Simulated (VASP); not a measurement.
Input of a VASP 6.6.1 run:

File INCAR:

```
PREC     = Accurate       # precision mode
ENCUT    = 600            # plane-wave cutoff, eV
EDIFF    = 1E-7           # SCF threshold, eV
ISMEAR   = -1             # smearing method
SIGMA    = 0.15           # smearing width, eV
LREAL    = False          # projectors in reciprocal space
LASPH    = True           # aspherical terms in the spheres
NELM     = 100            # most SCF steps
ALGO     = Normal         # electronic algorithm
ISIF     = 3              # what is computed and relaxed
LWAVE    = False          # write WAVECAR
LCHARG   = False          # write CHGCAR
GGA      = PE             # functional
IVDW     = 12             # dispersion correction
IBRION   = 2              # ionic algorithm
NSW      = 80             # ionic steps
EDIFFG   = -0.001         # ionic threshold
```

File KPOINTS:

```
Automatic mesh
0
Gamma
  10 10 16
```

File POSCAR:

```
Hg
1.0
    5.3261378997      0.0000000000      0.0000000000
   -2.6630689499      4.6125707252      0.0000000000
    0.0000000000      0.0000000000      3.1389071674
Hg
3
Direct
    0.3333333333      0.6666666667      0.5000000000
    0.0000000000      0.0000000000      0.0000000000
    0.6666666667      0.3333333333      0.5000000000
```

Potentials or basis: VASP PAW PBE potentials, release 64 (Hg).

Run with:

```sh
$ cat potpaw_PBE.64/Hg/POTCAR > POTCAR
$ mpirun -np 1 vasp_std > vasp.out
```

(1) Predict the band gap on the k mesh.

(2) Predict the dispersion energy per atom.

(3) Predict the relaxed volume.

## Answers

(1) zero (band 18 reaches 4.46 eV, above the bottom of band 19 at 0.94 eV).

(2) -0.404 eV.

(3) 25.99 Å³/atom.

Caveat: spin-orbit coupling is left out, which moves the levels of the heavy elements; pairwise dispersion overbinds metals, which lowers pressure and volume.
